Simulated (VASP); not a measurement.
# FeNi3 (Pm-3m) in VASP: further runs

Aim: see how the results for FeNi3 move with the level of theory and the settings. Levels: revPBE+D3(BJ), PBE+D4. Tasks: relaxation of cell and atoms.

Program: VASP 6.6.1. These are calculated values, not measurements. Logs are shortened: lines on timing, memory, paths and dates and some standing lists are left out, and cuts for length are marked.

## Step 1: The cell of the first run

It takes space group Pm-3m (No. 221, cubic). The conventional cell has a = 3.545 Å, b = 3.545 Å, c = 3.545 Å, α = 90.00°, β = 90.00°, γ = 90.00°. Within 3.3 Å of Fe (site symmetry m-3m) lie 12 Ni at 2.51 Å. Within 3.3 Å of Ni (site symmetry 4/mmm) lie 4 Fe at 2.51 Å and 8 Ni at 2.51 Å.

## Step 2: Relaxation of cell and atoms, revPBE+D3(BJ), collinear spin, ferromagnetic start

INCAR

```
SYSTEM = FeNi3
PREC = Accurate ; ENCUT = 600
EDIFF = 1E-6 ; ISMEAR = -1
SIGMA = 0.15 ; LREAL = .False.
LASPH = .True. ; NELM = 150
ALGO = Normal ; ISIF = 3
LWAVE = .False. ; LCHARG = .False.
ISPIN = 2 ; MAGMOM = 3.5 1.5 1.5 1.5
LORBIT = 11 ; LMAXMIX = 4
GGA = RE ; IVDW = 12
IBRION = 2 ; NSW = 80
EDIFFG = -0.05
```

KPOINTS

```
Automatic mesh
0
Gamma
  9 9 9
  0 0 0
```

POSCAR

```
FeNi3
1.0
    3.5450000000      0.0000000000      0.0000000000
    0.0000000000      3.5450000000      0.0000000000
    0.0000000000      0.0000000000      3.5450000000
Fe Ni
1 3
Direct
    0.0000000000      0.0000000000      0.0000000000
    0.0000000000      0.5000000000      0.5000000000
    0.5000000000      0.0000000000      0.5000000000
    0.5000000000      0.5000000000      0.0000000000
```

Potentials or basis: VASP PAW PBE potentials, release 64 (Fe, Ni).

On the command line:

```bash
> cat potpaw_PBE.64/Fe/POTCAR potpaw_PBE.64/Ni/POTCAR > POTCAR
> mpirun -np 1 vasp_std > vasp.out
```

OUTCAR:

```text
SYSTEM = FeNi3
   PREC = Accurate
   ENCUT = 600
   EDIFF = 1E-6
   ISMEAR = -1
   LREAL = .False.
   LASPH = .True.
   NELM = 150
   ISIF = 3
   ISPIN = 2
   LORBIT = 11
   GGA = RE
   IVDW = 12
   IBRION = 2
   NSW = 80
   EDIFFG = -0.05
 IVDW          = 12

 ion  position               nearest neighbor table
   1  0.000  0.000  0.000-   2 2.51   3 2.51   4 2.51   2 2.51   3 2.51   2 2.51   4 2.51   2 2.51
                             3 2.51   4 2.51   3 2.51   4 2.51
   2  0.000  0.500  0.500-   1 2.51   3 2.51   4 2.51   1 2.51   4 2.51   1 2.51   3 2.51   1 2.51
                             3 2.51   4 2.51   4 2.51   3 2.51
   3  0.500  0.000  0.500-   1 2.51   2 2.51   4 2.51   1 2.51   4 2.51   2 2.51   4 2.51   4 2.51
                             1 2.51   2 2.51   1 2.51   2 2.51
   4  0.500  0.500  0.000-   1 2.51   2 2.51   3 2.51   2 2.51   3 2.51   1 2.51   3 2.51   3 2.51
                             1 2.51   2 2.51   2 2.51   1 2.51

  LATTYP: Found a simple cubic cell.
 ALAT       =     3.5450000000

  Lattice vectors:

 A1 = (   3.5450000000,   0.0000000000,   0.0000000000)
 A2 = (   0.0000000000,   3.5450000000,   0.0000000000)
 A3 = (   0.0000000000,   0.0000000000,   3.5450000000)

Analysis of symmetry for initial positions (statically):
=====================================================================
 Subroutine PRICEL returns:
 Original cell was already a primitive cell.

 Routine SETGRP: Setting up the symmetry group for a
 simple cubic supercell.

 Subroutine GETGRP returns: Found 48 space group operations
 (whereof 48 operations were pure point group operations)
 out of a pool of 48 trial point group operations.

The static configuration has the point symmetry O_h .

Analysis of symmetry for dynamics (positions and initial velocities):
=====================================================================
 Subroutine PRICEL returns:
 Original cell was already a primitive cell.

 Routine SETGRP: Setting up the symmetry group for a
 simple cubic supercell.

 Subroutine GETGRP returns: Found 48 space group operations
 (whereof 48 operations were pure point group operations)
 out of a pool of 48 trial point group operations.

The dynamic configuration has the point symmetry O_h .

Analysis of structural, dynamic, and magnetic symmetry:
=====================================================================
 Subroutine PRICEL returns:
 Original cell was already a primitive cell.

 Routine SETGRP: Setting up the symmetry group for a
 simple cubic supercell.

 Subroutine GETGRP returns: Found 48 space group operations
 (whereof 48 operations were pure point group operations)
 out of a pool of 48 trial point group operations.

The overall configuration has the point symmetry O_h .

 Subroutine INISYM returns: Found 48 space group operations
 (whereof 48 operations are pure point group operations),
 and found     1 'primitive' translations

----------------------------------------------------------------------------------------

                                     Primitive cell

  volume of cell :      44.5501

  direct lattice vectors                    reciprocal lattice vectors
     3.545000000  0.000000000  0.000000000     0.282087447  0.000000000  0.000000000
     0.000000000  3.545000000  0.000000000     0.000000000  0.282087447  0.000000000
     0.000000000  0.000000000  3.545000000     0.000000000  0.000000000  0.282087447

  length of vectors
     3.545000000  3.545000000  3.545000000     0.282087447  0.282087447  0.282087447

  position of ions in fractional coordinates (direct lattice)
     0.000000000  0.000000000  0.000000000
     0.000000000  0.500000000  0.500000000
     0.500000000  0.000000000  0.500000000
     0.500000000  0.500000000  0.000000000

  ion indices of the primitive-cell ions
   primitive index   ion index
                 1           1
                 2           2
                 3           3
                 4           4

----------------------------------------------------------------------------------------

 KPOINTS: Automatic mesh

Automatic generation of k-mesh.
 Grid dimensions read from file:
 generate k-points for:    9    9    9

 Generating k-lattice:

  Cartesian coordinates                     Fractional coordinates (reciprocal lattice)
     0.031343050  0.000000000  0.000000000     0.111111111  0.000000000  0.000000000
     0.000000000  0.031343050  0.000000000     0.000000000  0.111111111  0.000000000
     0.000000000  0.000000000  0.031343050     0.000000000  0.000000000  0.111111111

  Length of vectors
     0.031343050  0.031343050  0.031343050

  Shift w.r.t. Gamma in fractional coordinates (k-lattice)
     0.000000000  0.000000000  0.000000000

 Subroutine IBZKPT returns following result:
 ===========================================

 Found     35 irreducible k-points:

 Following reciprocal coordinates:
            Coordinates               Weight
  0.000000  0.000000  0.000000      1.000000
  0.111111  0.000000  0.000000      6.000000
  0.222222  0.000000  0.000000      6.000000
  0.333333  0.000000  0.000000      6.000000
  0.444444  0.000000  0.000000      6.000000
  0.111111  0.111111  0.000000     12.000000
[... 16 lines left out ...]
  0.333333  0.333333  0.111111     24.000000
  0.444444  0.333333  0.111111     48.000000
 [... further k-points ...]
   k-points           NKPTS =     35   k-points in BZ     NKDIM =     35   number of bands    NBANDS=     27
   number of dos      NEDOS =    301   number of ions     NIONS =      4
   total plane-waves  NPLWV =  21952
   dimension x,y,z NGX =    28 NGY =   28 NGZ =   28
   dimension x,y,z NGXF=    56 NGYF=   56 NGZF=   56
   ions per type =               1   3
   NGX,Y,Z   is equivalent  to a cutoff of  13.13, 13.13, 13.13 a.u.
   NGXF,Y,Z  is equivalent  to a cutoff of  26.26, 26.26, 26.26 a.u.
 SYSTEM =  FeNi3
   PREC   = accura    normal or accurate (medium, high low for compatibility)
   ISTART =      0    job   : 0-new  1-cont  2-samecut
   ICHARG =      2    charge: 1-file 2-atom 10-const
   ISPIN  =      2    spin polarized calculation?
   LNONCOLLINEAR =      F non collinear calculations
   LSORBIT =      F    spin-orbit coupling
   LASPH  =      T    aspherical Exc in radial PAW
   ENCUT  =  600.0 eV  44.10 Ry    6.64 a.u.   7.08  7.08  7.08*2*pi/ulx,y,z
   NELM   =    150;   NELMIN=  2; NELMDL= -5     # of ELM steps
   EDIFF  = 0.1E-05   stopping-criterion for ELM
   LREAL  =      F    real-space projection
   EDIFFG = -.5E-01   stopping-criterion for IOM
   NSW    =     80    number of steps for IOM
   IBRION =      2    ionic relax: 0-MD 1-quasi-New 2-CG
   NFREE  =      1    steps in history (QN), initial steepest desc. (CG)
   ISIF   =      3    stress and relaxation
   ISYM   =      2    0-nonsym 1-usesym 2-fastsym
   POTIM  = 0.5000    time-step for ionic-motion
   TEBEG  =    0.0;   TEEND  =   0.0 temperature during run
   PSTRESS=    0.0 pullay stress
   NELECT =      38.0000    total number of electrons
   NUPDOWN=      -1.0000    fix difference up-down
   EMIN   =  10.00;   EMAX   =-10.00  energy-range for DOS
   EFERMI =   0.00;   METHOD = LEGACY
   ISMEAR =    -1;   SIGMA  =   0.15  broadening in eV -4-tet -1-fermi 0-gaus
   EFERMI_NEDOS =   21; number of points for ismear=-14 and -15
   IALGO  =     38    algorithm
   IMIX   =      4    mixing-type and parameters
     AMIX     =   0.40;   BMIX     =  1.00
     AMIX_MAG =   1.60;   BMIX_MAG =  1.00
  volume/ion in A,a.u.               =      11.14        75.16
  Fermi-wavevector in a.u.,A,eV,Ry     =   1.552577  2.933945 32.796776  2.410495
  Thomas-Fermi vector in A             =   2.656932
   LORBIT       =     11    0 simple, 1 ext, 2 COOP (PROOUT), +10 PAW based schemes
   GGA     = RE    functional components
   LHFCALC =     F    Hartree Fock is set to
   AEXX    =    0.0000 exact exchange contribution
   IVDW    =    12    specifies the selected vdW correction
   LEPSILON=     F    determine dielectric tensor
   LRPA    =     F    only Hartree local field effects (RPA)
 conjugate gradient relaxation of ions
 spin polarized calculation
  energy-cutoff  :      600.00
  volume of cell :       44.55
 maximum number of plane-waves:      1503
   NGX = 15   NGY = 15   NGZ = 15

--------------------------------------- Ionic step        1  -------------------------------------------

 number of electron      37.9999985 magnetization       4.7137323

 Free energy of the ion-electron system (eV)
  ---------------------------------------------------
  ext. energy  EPLUGINS =         0.00000000
  ---------------------------------------------------
  free energy    TOTEN  =       -23.52071466 eV

  energy without entropy =      -23.25536862  energy(sigma->0) =      -23.38804164

------------------------ aborting loop because EDIFF is reached ----------------------------------------

 Edisp (eV)   -3.29892

 E8    (eV) :    -2.3107

  FORCE on cell =-STRESS in cart. coord.  units (eV):
  Direction    XX          YY          ZZ          XY          YZ          ZX
  --------------------------------------------------------------------------------------
  -------------------------------------------------------------------------------------
  Total      -2.25956    -2.25956    -2.25956     0.00000    -0.00000    -0.00000
  in kB     -81.26175   -81.26175   -81.26175     0.00000    -0.00000    -0.00000
  external pressure =      -81.26 kB  Pullay stress =        0.00 kB
[... 65 lines left out ...]
  energy  without entropy=      -26.5734709700  energy(sigma->0) =      -26.69882387

--------------------------------------- Ionic step        3  -------------------------------------------

 number of electron      37.9999983 magnetization       4.6346421

 Free energy of the ion-electron system (eV)
  ---------------------------------------------------
  ext. energy  EPLUGINS =         0.00000000
  ---------------------------------------------------
  free energy    TOTEN  =       -23.42002052 eV

  energy without entropy =      -23.16274116  energy(sigma->0) =      -23.29138084

 E-fermi :   9.2282     XC(G=0): -13.3139

 val. band max:        9.2259355724   @ k =   0.2222   0.2222   0.0000
 cond. band min:       9.2572293583   @ k =   0.4444   0.3333   0.3333
 fundamental gap:      0.0312937859
 Fermi energy:         9.2281697387

 spin component 1

 k-point     1 :       0.0000    0.0000    0.0000
  band No.  band energies     occupation
      1      -0.0942      1.00000
      2       3.7315      1.00000
      3       3.7315      1.00000
      4       4.3626      1.00000
      5       4.5023      1.00000
      6       4.5023      1.00000
[... 709 lines left out ...]
     26      18.1424      0.00000
     27      20.7726      0.00000

 [... further k-points ...]

 spin component 2

 k-point     1 :       0.0000    0.0000    0.0000
  band No.  band energies     occupation
      1      -0.0729      1.00000
      2       4.7235      1.00000
      3       4.7317      1.00000
      4       4.7317      1.00000
      5       5.4561      1.00000
      6       5.4561      1.00000
[... 746 lines left out ...]
  FREE ENERGIE OF THE ION-ELECTRON SYSTEM (eV)
  ---------------------------------------------------
  free  energy   TOTEN  =       -26.8700287742 eV

  energy  without entropy=      -26.6127494135  energy(sigma->0) =      -26.74138909

 reached required accuracy - stopping structural energy minimisation

 total charge

# of ion       s       p       d       tot
------------------------------------------
    1        0.490   0.536   6.155   7.180
    2        0.522   0.548   8.339   9.409
    3        0.522   0.548   8.339   9.409
    4        0.522   0.548   8.339   9.409
--------------------------------------------------
tot          2.054   2.180  31.173  35.407

 magnetization (x)

# of ion       s       p       d       tot
------------------------------------------
    1        0.011  -0.001   2.813   2.822
    2       -0.016  -0.046   0.670   0.608
    3       -0.016  -0.046   0.670   0.608
    4       -0.016  -0.046   0.670   0.608
--------------------------------------------------
tot         -0.039  -0.139   4.824   4.647
```

It took 2.1 min on 1 thread of Intel Xeon 6975P-C (Granite Rapids), shared host; peak memory 0.24 GiB.

Results:

```yaml
Free_energy: -26.8700 eV
Relaxed_volume: 10.67 Å³/atom
Relaxed_cell: a = 3.494 Å, b = 3.494 Å, c = 3.494 Å, α = 90.00°, β = 90.00°, γ = 90.00°
Space_group_after_relaxing_to_0.1_Å: Pm-3m (No. 221)
Energy_gained_by_relaxing: 12.6 meV/atom
Ionic_steps: 3
Pressure_after_relaxing: 0.0 GPa
Net_moment: 4.63 μB per cell
Site_moments: Fe +2.82; Ni +0.61 μB
Valence_electrons_inside_the_program's_atomic_spheres: Fe 7.18; Ni 9.41
Dispersion_energy_per_atom: -0.863 eV
```

Step by step:
```csv
step,energy change (eV),largest force (eV/Å),pressure (GPa),volume (Å³)
1,0.0000,0.0000,-8.13,44.55
2,-0.0045,0.0000,9.35,41.01
3,-0.0504,0.0000,0.03,42.67
```

Final structure:
```
Fe Ni
1.0
     3.49428    0.00000    0.00000
     0.00000    3.49428    0.00000
     0.00000    0.00000    3.49428
Fe Ni
1 3
Direct
  0.00000 0.00000 0.00000
  0.00000 0.50000 0.50000
  0.50000 0.00000 0.50000
  0.50000 0.50000 0.00000
```

Levels at points of the mesh, in eV from the Fermi level:
Spin up:
| k point | band 19 | band 20 | band 21 | band 22 | band 23 | band 24 |
| --- | --- | --- | --- | --- | --- | --- |
| (0.00, 0.00, 0.00) | -0.60 | -0.60 | -0.60 | 2.32 | 2.32 | 2.32 |
Spin down:
```
           k point  band 13  band 14  band 15  band 16  band 17  band 18  band 19  band 20  band 21  band 22
(0.00, 0.00, 0.00)    -0.01     0.29     0.29     0.29     1.07     1.07     1.34     1.34     1.34     2.33
```

Caveat: the PAW data sets were made with another functional, which shifts forces and pressure a little.

## Step 3: Relaxation of cell and atoms, PBE+D4, collinear spin, ferromagnetic start

INCAR

```
PREC     = Accurate       # precision mode
ENCUT    = 600            # plane-wave cutoff, eV
EDIFF    = 1E-6           # SCF threshold, eV
ISMEAR   = -1             # smearing method
SIGMA    = 0.15           # smearing width, eV
LREAL    = F              # projectors in reciprocal space
LASPH    = T              # aspherical terms in the spheres
NELM     = 150            # most SCF steps
ALGO     = Normal         # electronic algorithm
ISIF     = 3              # what is computed and relaxed
LWAVE    = F              # write WAVECAR
LCHARG   = F              # write CHGCAR
ISPIN    = 2              # spin polarisation
MAGMOM   = 3.5 1.5 1.5 1.5 # initial moments
LORBIT   = 11             # projections on sites
LMAXMIX  = 4              # l up to which the mixer works
GGA      = PE             # functional
IVDW     = 13             # dispersion correction
IBRION   = 2              # ionic algorithm
NSW      = 80             # ionic steps
EDIFFG   = -0.05          # ionic threshold
```

KPOINTS

```
Automatic mesh
0
Gamma
  9 9 9
```

POSCAR is that of step 2.

Potentials or basis: VASP PAW PBE potentials, release 64 (Fe, Ni).

On the command line:

```bash
> cat potpaw_PBE.64/Fe/POTCAR potpaw_PBE.64/Ni/POTCAR > POTCAR
> mpirun -np 1 vasp_std > vasp.out
```

Run time: 1.9 min. Hardware: 1 thread of Intel Xeon 6975P-C (Granite Rapids), shared host; peak memory 0.23 GiB.

Results (log left out):

* Free energy: -26.8335 eV
* Relaxed volume: 10.81 Å³/atom
* Relaxed cell: a = 3.510 Å, b = 3.510 Å, c = 3.510 Å, α = 90.00°, β = 90.00°, γ = 90.00°
* Space group after relaxing (to 0.1 Å): Pm-3m (No. 221)
* Energy gained by relaxing: 6.1 meV/atom
* Ionic steps: 3
* Pressure after relaxing: 0.0 GPa
* Net moment: 4.63 μB per cell
* Site moments: Fe +2.82; Ni +0.61 μB
* Valence electrons inside the program's atomic spheres: Fe 7.16; Ni 9.39
* Dispersion energy per atom: -0.435 eV

Step by step:
```
step  energy change (eV)  largest force (eV/Å)  pressure (GPa)  volume (Å³)
   1              0.0000                0.0000           -5.73        44.55
   2             -0.0013                0.0000            6.35        42.03
   3             -0.0244                0.0000            0.01        43.24
```

Final structure:
```xyz
4
Lattice="3.5099 0.0000 0.0000 0.0000 3.5099 0.0000 0.0000 0.0000 3.5099" Properties=species:S:1:pos:R:3 pbc="T T T"
Fe    0.0000    0.0000    0.0000
Ni    0.0000    1.7549    1.7549
Ni    1.7549    0.0000    1.7549
Ni    1.7549    1.7549    0.0000
```

Levels at points of the mesh, in eV from the Fermi level:
Spin up:
```
           k point  band 19  band 20  band 21  band 22  band 23  band 24
(0.00, 0.00, 0.00)    -0.59    -0.59    -0.59     2.30     2.30     2.30
```
Spin down:
```
           k point  band 13  band 14  band 15  band 16  band 17  band 18  band 19  band 20  band 21  band 22
(0.00, 0.00, 0.00)    -0.01     0.28     0.28     0.28     1.05     1.05     1.32     1.32     1.32     2.34
```
